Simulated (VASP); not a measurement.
Write the native input for VASP 6.6.1 that does the following.

```
Task                   : single point
Functional             : PBE
Potentials or basis    : VASP PAW PBE potentials, release 64 (Si, Ni)
Cutoff                 : 520 eV
k mesh                 : 14 × 14 × 14
Occupations            : gaussian, width 0.1 eV
Spin                   : no spin polarisation
Dipole correction      : no
Further INCAR settings : ALGO = Normal; EDIFF = 1e-07; NBANDS = 16
```

The structure of Si2Ni lies in POSCAR:

```
Si2Ni
1.0
    0.0000000000      2.7768462432      2.7768462432
    2.7768462432      0.0000000000      2.7768462432
    2.7768462432      2.7768462432      0.0000000000
Si Ni
2 1
Direct
    0.2500000000      0.2500000000      0.2500000000
    0.7500000000      0.7500000000      0.7500000000
    0.0000000000      0.0000000000      0.0000000000
```

This cell differs from its parent crystal: volume scaled by 1.06.

The input as run:

INCAR

```
  ALGO = Normal
  EDIFF = 1E-7
  ENCUT = 520
  GGA = PE
  ISIF = 2
  ISMEAR = 0
  LASPH = True
  LCHARG = True
  LELF = True
  LREAL = False
  LVHAR = True
  LWAVE = False
  NBANDS = 16
  NELM = 80
  PREC = Accurate
  SIGMA = 0.1
```

KPOINTS

```
k-points
0
Gamma
  14 14 14
```

Potentials or basis: VASP PAW PBE potentials, release 64 (Si, Ni).

Command:

```console
$ cat potpaw_PBE.64/Si/POTCAR potpaw_PBE.64/Ni/POTCAR > POTCAR
$ mpirun -np 1 vasp_std > vasp.out
```

Results of the run:

The pressure is -7.5 GPa and the band gap on the k mesh is zero (band 9 reaches 10.89 eV, above the bottom of band 10 at 8.66 eV).

It took 2.9 min on 1 thread of Intel Xeon 8259CL, on a shared host, peak memory 0.22 GiB.
